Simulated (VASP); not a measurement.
# NaCl (m.bA): relaxation of cell and atoms with PBE

The system is NaCl (m.bA).

```xyz
2
Lattice="0.0000 2.8000 2.8000 2.8000 0.0000 2.8000 2.8000 2.8000 0.0000" Properties=species:S:1:pos:R:3 pbc="T T T"
Na    0.0000    0.0000    0.0000
Cl    2.8000    2.8000    2.8000
```

```
Program                : VASP 6.6.1
Task                   : relaxation of cell and atoms
Functional             : PBE
Potentials or basis    : VASP PAW PBE potentials, release 64 (Na_pv, Cl)
Cutoff                 : 500 eV
k mesh                 : 8 × 8 × 8
Occupations            : gaussian, width 0.02 eV
Spin                   : no spin polarisation
Dipole correction      : no
Further INCAR settings : ALGO = Normal; EDIFF = 1e-07; IBRION = 2; EDIFFG = -0.002; NSW = 100; ISIF = 3
```

```yaml
Relaxed_volume: 23.02 Å³/atom
Relaxed_cell: a = 4.023 Å, b = 4.023 Å, c = 4.023 Å, α = 60.00°, β = 60.00°, γ = 60.00°
Space_group_after_relaxing_to_0.05_Å: Fm-3m (No. 225)
Energy_gained_by_relaxing: 4.1 meV/atom
Ionic_steps: 4
Pressure_after_relaxing: 0.0 GPa
Band_gap_on_the_k_mesh: 5.01 eV, direct
```

The path:
| step | energy change (eV) | largest force (eV/Å) | pressure (GPa) | volume (Å³) |
| --- | --- | --- | --- | --- |
| 1 | 0.0000 | 0.0000 | 1.30 | 43.90 |
| 2 | -0.0066 | 0.0000 | 0.56 | 45.04 |
| 3 | -0.0083 | 0.0000 | -0.03 | 46.11 |
| 4 | -0.0083 | 0.0000 | 0.01 | 46.04 |

Final structure:
```yaml
crystal:
  lattice:
    - [0.00000, 2.84474, 2.84474]
    - [2.84474, 0.00000, 2.84474]
    - [2.84474, 2.84474, 0.00000]
  atoms:
    - { symbol: Na, position: [0.00000, 0.00000, 0.00000] }
    - { symbol: Cl, position: [0.50000, 0.50000, 0.50000] }
```

Levels at points of the mesh, in eV from the valence-band top:
| k point | band 4 | band 5 | band 6 | band 7 | band 8 | band 9 | band 10 | band 11 |
| --- | --- | --- | --- | --- | --- | --- | --- | --- |
| (0.00, 0.00, 0.00) | -12.60 | 0.00 | 0.00 | 0.00 | 5.01 | 11.09 | 11.09 | 11.09 |
| (0.50, 0.00, 0.00) | -12.29 | -1.85 | -0.25 | -0.25 | 7.23 | 10.41 | 10.91 | 10.91 |
| (0.50, 0.50, 0.00) | -12.24 | -1.59 | -0.57 | -0.57 | 7.46 | 8.10 | 11.14 | 14.54 |

Run time: 66 s on 1 thread of AMD EPYC 7R13, with other jobs on the host, peak memory 0.13 GiB.

A k mesh can miss the band edges. PBE gaps usually lie below the measured ones, often by a third to a half.
